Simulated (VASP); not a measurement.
# SiC (P6_3mc) in VASP: a series of runs

Runs on SiC. Level: PBE. Tasks: single point.

Program: VASP 6.6.1. These are calculated values, not measurements. Logs are shortened: lines on timing, memory, paths and dates and some standing lists are left out, and cuts for length are marked.

### Step 1. The cell of the first run

Symmetry: P6_3mc, No. 186, hexagonal system. The conventional cell has a = 3.094 Å, b = 3.094 Å, c = 10.129 Å, α = 90.00°, β = 90.00°, γ = 120.00°. Within 2.5 Å of Si (site symmetry 3m) lie 4 C at 1.90 Å. Si (site symmetry 3m) has 4 C at 1.89 to 1.90 Å within 2.5 Å. C (site symmetry 3m) has 4 Si at 1.89 to 1.90 Å within 2.5 Å. Within 2.5 Å of C (site symmetry 3m) lie 4 Si at 1.90 Å.

### Step 2. Single point, PBE

INCAR

```
ALGO = Normal ; EDIFF = 1E-6
ENCUT = 520 ; GGA = PE
ISIF = 2 ; ISMEAR = 0
LASPH = True ; LCHARG = False
LREAL = False ; LWAVE = False
NBANDS = 26 ; NELM = 100
PREC = Accurate ; SIGMA = 0.02
```

KPOINTS

```
k-points
0
Gamma
  12 12 4
```

POSCAR

```
SiC
1.0
    3.0941201829     -0.0000000029      0.0000000000
   -1.5470600889      2.6795866822      0.0000000000
    0.0000000000      0.0000000000     10.1293391949
Si C
4 4
Direct
    0.6666666667      0.3333333333      0.9378441882
    0.3333333333      0.6666666667      0.4378441882
    0.0000000000      0.0000000000      0.6878995563
    0.0000000000      0.0000000000      0.1878995563
    0.6666666667      0.3333333333      0.7498074460
    0.3333333333      0.6666666667      0.2498074460
    0.0000000000      0.0000000000      0.5004478096
    0.0000000000      0.0000000000      0.0004478096
```

Potentials or basis: VASP PAW PBE potentials, release 64 (Si, C).

Started as:

```bash
$ cat potpaw_PBE.64/Si/POTCAR potpaw_PBE.64/C/POTCAR > POTCAR
$ mpirun -np 1 vasp_std > vasp.out
```

OUTCAR:

```text
EDIFF = 1E-6
   ENCUT = 520
   GGA = PE
   ISIF = 2
   ISMEAR = 0
   LASPH = True
   LREAL = False
   NELM = 100
   PREC = Accurate

 ion  position               nearest neighbor table
   1  0.667  0.333  0.938-   8 1.90   8 1.90   8 1.90   5 1.90   3 3.10   3 3.10   3 3.10   4 3.10
                             4 3.10   4 3.10
   2  0.333  0.667  0.438-   7 1.90   7 1.90   7 1.90   6 1.90   4 3.10   4 3.10   4 3.10   3 3.10
                             3 3.10   3 3.10
   3  0.000  0.000  0.688-   5 1.89   5 1.89   5 1.89   7 1.90   1 3.10   1 3.10   1 3.10   2 3.10
                             2 3.10   2 3.10
   4  0.000  0.000  0.188-   6 1.89   6 1.89   6 1.89   8 1.90   2 3.10   2 3.10   2 3.10   1 3.10
                             1 3.10   1 3.10
   5  0.667  0.333  0.750-   3 1.89   3 1.89   3 1.89   1 1.90
   6  0.333  0.667  0.250-   4 1.89   4 1.89   4 1.89   2 1.90
   7  0.000  0.000  0.500-   2 1.90   2 1.90   2 1.90   3 1.90
   8  0.000  0.000  0.000-   1 1.90   1 1.90   1 1.90   4 1.90

  LATTYP: Found a hexagonal cell.
 ALAT       =     3.0941201829
 C/A-ratio  =     3.2737381214

  Lattice vectors:

 A1 = (   3.0941201829,  -0.0000000029,   0.0000000000)
 A2 = (  -1.5470600889,   2.6795866822,   0.0000000000)
 A3 = (   0.0000000000,   0.0000000000,  10.1293391949)

Analysis of symmetry for initial positions (statically):
=====================================================================
 Subroutine PRICEL returns:
 Original cell was already a primitive cell.

 Routine SETGRP: Setting up the symmetry group for a
 hexagonal supercell.

 Subroutine GETGRP returns: Found 12 space group operations
 (whereof  6 operations were pure point group operations)
 out of a pool of 24 trial point group operations.

The static configuration has the point symmetry C_3v.
 The point group associated with its full space group is C_6v.

Analysis of symmetry for dynamics (positions and initial velocities):
=====================================================================
 Subroutine PRICEL returns:
 Original cell was already a primitive cell.

 Routine SETGRP: Setting up the symmetry group for a
 hexagonal supercell.

 Subroutine GETGRP returns: Found 12 space group operations
 (whereof  6 operations were pure point group operations)
 out of a pool of 24 trial point group operations.

The dynamic configuration has the point symmetry C_3v.
 The point group associated with its full space group is C_6v.

 Subroutine INISYM returns: Found 12 space group operations
 (whereof  6 operations are pure point group operations),
 and found     1 'primitive' translations

----------------------------------------------------------------------------------------

                                     Primitive cell

  volume of cell :      83.9820

  direct lattice vectors                    reciprocal lattice vectors
     3.094120183 -0.000000003  0.000000000     0.323193652  0.186595941  0.000000000
    -1.547060089  2.679586682  0.000000000     0.000000000  0.373191883  0.000000000
     0.000000000  0.000000000 10.129339195     0.000000000  0.000000000  0.098723123

  length of vectors
     3.094120183  3.094120183 10.129339195     0.373191883  0.373191883  0.098723123

  position of ions in fractional coordinates (direct lattice)
     0.666666667  0.333333333  0.937844188
     0.333333333  0.666666667  0.437844188
     0.000000000  0.000000000  0.687899556
     0.000000000  0.000000000  0.187899556
     0.666666667  0.333333333  0.749807446
     0.333333333  0.666666667  0.249807446
     0.000000000  0.000000000  0.500447810
     0.000000000  0.000000000  0.000447810

  ion indices of the primitive-cell ions
   primitive index   ion index
                 1           1
                 2           2
                 3           3
                 4           4
                 5           5
                 6           6
                 7           7
                 8           8

----------------------------------------------------------------------------------------

 KPOINTS: k-points

Automatic generation of k-mesh.
 Grid dimensions read from file:
 generate k-points for:   12   12    4

 Generating k-lattice:

  Cartesian coordinates                     Fractional coordinates (reciprocal lattice)
     0.026932804  0.015549662  0.000000000     0.083333333  0.000000000  0.000000000
     0.000000000  0.031099324  0.000000000     0.000000000  0.083333333  0.000000000
     0.000000000  0.000000000  0.024680781     0.000000000  0.000000000  0.250000000

  Length of vectors
     0.031099324  0.031099324  0.024680781

  Shift w.r.t. Gamma in fractional coordinates (k-lattice)
     0.000000000  0.000000000  0.000000000

 Subroutine IBZKPT returns following result:
 ===========================================

 Found     57 irreducible k-points:

 Following reciprocal coordinates:
            Coordinates               Weight
  0.000000  0.000000  0.000000      1.000000
  0.083333  0.000000  0.000000      6.000000
  0.166667  0.000000  0.000000      6.000000
  0.250000  0.000000  0.000000      6.000000
  0.333333  0.000000  0.000000      6.000000
  0.416667  0.000000  0.000000      6.000000
[... 16 lines left out ...]
  0.250000  0.000000  0.250000     12.000000
  0.333333  0.000000  0.250000     12.000000
 [... further k-points ...]
   k-points           NKPTS =     57   k-points in BZ     NKDIM =     57   number of bands    NBANDS=     26
   number of dos      NEDOS =    301   number of ions     NIONS =      8
   total plane-waves  NPLWV =  46080
   dimension x,y,z NGX =    24 NGY =   24 NGZ =   80
   dimension x,y,z NGXF=    48 NGYF=   48 NGZF=  160
   ions per type =               4   4
   NGX,Y,Z   is equivalent  to a cutoff of  12.90, 12.90, 13.13 a.u.
   NGXF,Y,Z  is equivalent  to a cutoff of  25.79, 25.79, 26.26 a.u.
 SYSTEM =  unknown system
   PREC   = accura    normal or accurate (medium, high low for compatibility)
   ISTART =      0    job   : 0-new  1-cont  2-samecut
   ICHARG =      2    charge: 1-file 2-atom 10-const
   ISPIN  =      1    spin polarized calculation?
   LNONCOLLINEAR =      F non collinear calculations
   LSORBIT =      F    spin-orbit coupling
   LASPH  =      T    aspherical Exc in radial PAW
   ENCUT  =  520.0 eV  38.22 Ry    6.18 a.u.   5.75  5.75 18.83*2*pi/ulx,y,z
   NELM   =    100;   NELMIN=  2; NELMDL= -5     # of ELM steps
   EDIFF  = 0.1E-05   stopping-criterion for ELM
   LREAL  =      F    real-space projection
   EDIFFG = 0.1E-04   stopping-criterion for IOM
   NSW    =      0    number of steps for IOM
   IBRION =     -1    ionic relax: 0-MD 1-quasi-New 2-CG
   NFREE  =      0    steps in history (QN), initial steepest desc. (CG)
   ISIF   =      2    stress and relaxation
   ISYM   =      2    0-nonsym 1-usesym 2-fastsym
   POTIM  = 0.5000    time-step for ionic-motion
   TEBEG  =    0.0;   TEEND  =   0.0 temperature during run
   PSTRESS=    0.0 pullay stress
   NELECT =      32.0000    total number of electrons
   NUPDOWN=      -1.0000    fix difference up-down
   EMIN   =  10.00;   EMAX   =-10.00  energy-range for DOS
   EFERMI =   0.00;   METHOD = LEGACY
   ISMEAR =     0;   SIGMA  =   0.02  broadening in eV -4-tet -1-fermi 0-gaus
   EFERMI_NEDOS =   21; number of points for ismear=-14 and -15
   IALGO  =     38    algorithm
   IMIX   =      4    mixing-type and parameters
     AMIX     =   0.40;   BMIX     =  1.00
     AMIX_MAG =   1.60;   BMIX_MAG =  1.00
  volume/ion in A,a.u.               =      10.50        70.84
  Fermi-wavevector in a.u.,A,eV,Ry     =   1.186851  2.242823 19.165368  1.408615
  Thomas-Fermi vector in A             =   2.323015
   LORBIT       =      0    0 simple, 1 ext, 2 COOP (PROOUT), +10 PAW based schemes
   GGA     = PE    functional components
   LHFCALC =     F    Hartree Fock is set to
   AEXX    =    0.0000 exact exchange contribution
   IVDW    =     0    specifies the selected vdW correction
   LEPSILON=     F    determine dielectric tensor
   LRPA    =     F    only Hartree local field effects (RPA)
 non-spin polarized calculation
 Gauss-broadening in eV      SIGMA  =   0.02
  energy-cutoff  :      520.00
  volume of cell :       83.98
 maximum number of plane-waves:      2280
 NGX is ok and might be reduce to    24

 number of electron      32.0000001 magnetization

 Free energy of the ion-electron system (eV)
  ---------------------------------------------------
  ext. energy  EPLUGINS =         0.00000000
  ---------------------------------------------------
  free energy    TOTEN  =       -60.24903482 eV

  energy without entropy =      -60.24903482  energy(sigma->0) =      -60.24903482

 E-fermi :   8.1021     XC(G=0): -11.2898

 val. band max:        8.0107861203   @ k =   0.0000   0.0000   0.0000
 cond. band min:      10.2336841516   @ k =   0.5000   0.0000   0.0000
 fundamental gap:      2.2228980313
 Fermi energy:         8.1021382336

 k-point     1 :       0.0000    0.0000    0.0000
  band No.  band energies     occupation
      1      -7.3547      2.00000
      2      -6.1916      2.00000
      3      -6.1559      2.00000
      4      -3.8427      2.00000
      5      -0.5168      2.00000
      6       3.6583      2.00000
[... 18 lines left out ...]
     25      15.2995      0.00000
     26      15.9843      0.00000

 k-point     2 :       0.0833    0.0000    0.0000
  band No.  band energies     occupation
      1      -7.2355      2.00000
      2      -6.0764      2.00000
      3      -6.0401      2.00000
      4      -3.7420      2.00000
      5      -0.4081      2.00000
      6       3.6940      2.00000
[... 18 lines left out ...]
     25      15.3645      0.00000
[... 608 lines left out ...]
     25      16.6644      0.00000
     26      17.0061      0.00000

 k-point    24 :       0.3333    0.0000    0.2500
  band No.  band energies     occupation
      1      -5.4531      2.00000
      2      -4.9007      2.00000
      3      -3.8772      2.00000
      4      -2.7491      2.00000
      5       0.7802      2.00000
      6       1.3091      2.00000
[... 18 lines left out ...]
     25      16.5312      0.00000
     26      17.1653      0.00000

 [... further k-points ...]

------------------------ aborting loop because EDIFF is reached ----------------------------------------

  FORCE on cell =-STRESS in cart. coord.  units (eV):
  Direction    XX          YY          ZZ          XY          YZ          ZX
  --------------------------------------------------------------------------------------
  -------------------------------------------------------------------------------------
  Total       -0.0270358     -0.0270358     -0.0234730     -0.0000000      0.0000000      0.0000000
  in kB       -0.5157792     -0.5157792     -0.4478092     -0.0000000      0.0000000      0.0000000
  external PRESSURE =      -0.4931225 kB  Pullay stress =       0.0000000 kB

 VOLUME and BASIS-vectors are now :
 -----------------------------------------------------------------------------
  energy-cutoff  :      520.00
  volume of cell :       83.98
      direct lattice vectors                 reciprocal lattice vectors
     3.094120183 -0.000000003  0.000000000     0.323193652  0.186595941  0.000000000
    -1.547060089  2.679586682  0.000000000     0.000000000  0.373191883  0.000000000
     0.000000000  0.000000000 10.129339195     0.000000000  0.000000000  0.098723123

 POSITION                                       TOTAL-FORCE (eV/Angst)
 -----------------------------------------------------------------------------------
      1.54706      0.89320      9.49974         0.000000      0.000000      0.001145
      0.00000      1.78639      4.43507         0.000000     -0.000000      0.001145
      0.00000      0.00000      6.96797        -0.000000      0.000000     -0.001267
      0.00000      0.00000      1.90330         0.000000     -0.000000     -0.001267
      1.54706      0.89320      7.59505        -0.000000     -0.000000     -0.000125
      0.00000      1.78639      2.53038         0.000000     -0.000000     -0.000125
      0.00000      0.00000      5.06921        -0.000000      0.000000      0.000246
      0.00000      0.00000      0.00454        -0.000000     -0.000000      0.000246
 -----------------------------------------------------------------------------------
    total drift:                                0.000000      0.000000     -0.000926

  FREE ENERGIE OF THE ION-ELECTRON SYSTEM (eV)
  ---------------------------------------------------
  free  energy   TOTEN  =       -60.2490348163 eV

  energy  without entropy=      -60.2490348163  energy(sigma->0) =      -60.24903482
```

Run time: 2 min. Hardware: 1 thread of AMD EPYC 7R43 (Zen 3), shared host; peak memory 0.21 GiB.

Results:

```
Free energy            : -60.2490 eV
Pressure               : 0.0 GPa
Band gap on the k mesh : 2.22 eV, indirect (least direct gap 3.34 eV)
```

A k mesh can miss the band edges. As with any semilocal functional, this PBE gap is likely too small.

### Step 3. Single point, PBE

This run uses another cell than the first one: it holds 32 atoms, not 8.

INCAR

```
SYSTEM = SiC
ALGO     = Normal         ! electronic algorithm
EDIFF    = 1E-6           ! SCF threshold, eV
ENCUT    = 520            ! plane-wave cutoff, eV
GGA      = PE             ! functional
ISIF     = 2              ! what is computed and relaxed
ISMEAR   = 0              ! smearing method
LASPH    = .TRUE.         ! aspherical terms in the spheres
LCHARG   = .FALSE.        ! write CHGCAR
LREAL    = Auto         
LWAVE    = .FALSE.        ! write WAVECAR
NBANDS   = 86             ! bands
NELM     = 60             ! most SCF steps
PREC     = Accurate       ! precision mode
SIGMA    = 0.01           ! smearing width, eV
```

KPOINTS

```
k-points
0
G
  2 2 2
  0 0 0
```

POSCAR

```
SiC
1.0
    3.0941201779     -5.3591733644      0.0000000000
   -6.1882403658      0.0000000058      0.0000000000
    0.0000000000      0.0000000000    -10.1293391949
Si C
16 16
Direct
    0.3333333333      0.1666666667      0.0621558118
    0.8333333333      0.1666666667      0.0621558118
    0.3333333333      0.6666666667      0.0621558118
    0.8333333333      0.6666666667      0.0621558118
    0.1666666667      0.3333333333      0.5621558118
    0.6666666667      0.3333333333      0.5621558118
    0.1666666667      0.8333333333      0.5621558118
    0.6666666667      0.8333333333      0.5621558118
    0.0000000000      0.0000000000      0.3121004437
    0.5000000000      0.0000000000      0.3121004437
    0.0000000000      0.5000000000      0.3121004437
    0.5000000000      0.5000000000      0.3121004437
    0.5000000000      0.0000000000      0.8121004437
    1.0000000000      0.0000000000      0.8121004437
    0.5000000000      0.5000000000      0.8121004437
    1.0000000000      0.5000000000      0.8121004437
    0.3333333333      0.1666666667      0.2501925540
    0.8333333333      0.1666666667      0.2501925540
    0.3333333333      0.6666666667      0.2501925540
    0.8333333333      0.6666666667      0.2501925540
    0.1666666667      0.3333333333      0.7501925540
    0.6666666667      0.3333333333      0.7501925540
    0.1666666667      0.8333333333      0.7501925540
    0.6666666667      0.8333333333      0.7501925540
    0.0000000000      0.5000000000      0.4995521904
    0.5000000000      0.5000000000      0.4995521904
    0.0000000000      1.0000000000      0.4995521904
    0.5000000000      1.0000000000      0.4995521904
    0.5000000000      0.5000000000      0.9995521904
    1.0000000000      0.5000000000      0.9995521904
    0.5000000000      1.0000000000      0.9995521904
    1.0000000000      1.0000000000      0.9995521904
```

Potentials or basis: VASP PAW PBE potentials, release 64 (Si, C).

Started as:

```bash
$ cat potpaw_PBE.64/Si/POTCAR potpaw_PBE.64/C/POTCAR > POTCAR
$ mpirun -np 1 vasp_std > vasp.out
```

It took 3.4 min on 1 thread of AMD EPYC 7R43 (Zen 3), shared host; peak memory 0.38 GiB.

It converged, with:

```
Free energy            : -239.9843 eV
Pressure               : 0.1 GPa
Largest force          : 0.038 eV/Å
Band gap on the k mesh : 2.20 eV
```

Forces in eV/Å, atoms in the order of the input:
```
Si   0.000  0.000  0.038
Si   0.000  0.000  0.038
Si   0.000  0.000  0.038
Si   0.000  0.000  0.038
Si   0.000  0.000  0.038
Si   0.000  0.000  0.038
Si   0.000  0.000  0.038
Si   0.000  0.000  0.038
Si   0.000  0.000  0.035
Si   0.000  0.000  0.035
Si   0.000  0.000  0.035
Si   0.000  0.000  0.035
Si   0.000  0.000  0.035
Si   0.000  0.000  0.035
Si   0.000  0.000  0.035
Si   0.000  0.000  0.035
C    0.000  0.000 -0.038
C    0.000  0.000 -0.038
C    0.000  0.000 -0.038
C    0.000  0.000 -0.038
C    0.000  0.000 -0.038
C    0.000  0.000 -0.038
C    0.000  0.000 -0.038
C    0.000  0.000 -0.038
C    0.000  0.000 -0.035
C    0.000  0.000 -0.035
C    0.000  0.000 -0.035
C    0.000  0.000 -0.035
C    0.000  0.000 -0.035
C    0.000  0.000 -0.035
C    0.000  0.000 -0.035
C    0.000  0.000 -0.035
```

Stress tensor (GPa, compression positive):
```
 0.55  0.00  0.00
 0.00  0.55  0.00
 0.00  0.00 -0.75
```

Levels at points of the mesh, in eV from the valence-band top:
```csv
k point,band 60,band 61,band 62,band 63,band 64,band 65,band 66,band 67,band 68,band 69
"(0.00, 0.00, 0.00)",-0.58,-0.58,-0.05,0.00,0.00,2.20,2.20,2.20,2.32,2.32
"(0.50, 0.00, 0.00)",-1.62,-0.83,-0.83,-0.55,-0.55,3.62,3.62,3.72,3.72,4.24
"(0.00, 0.00, 0.50)",-1.04,-0.21,-0.21,-0.21,-0.21,2.61,2.61,2.61,2.61,2.61
"(0.50, 0.00, 0.50)",-1.27,-0.91,-0.91,-0.91,-0.91,3.86,3.86,3.86,3.86,3.89
```

Caveat: the k points lie up to 0.59 Å⁻¹ apart.
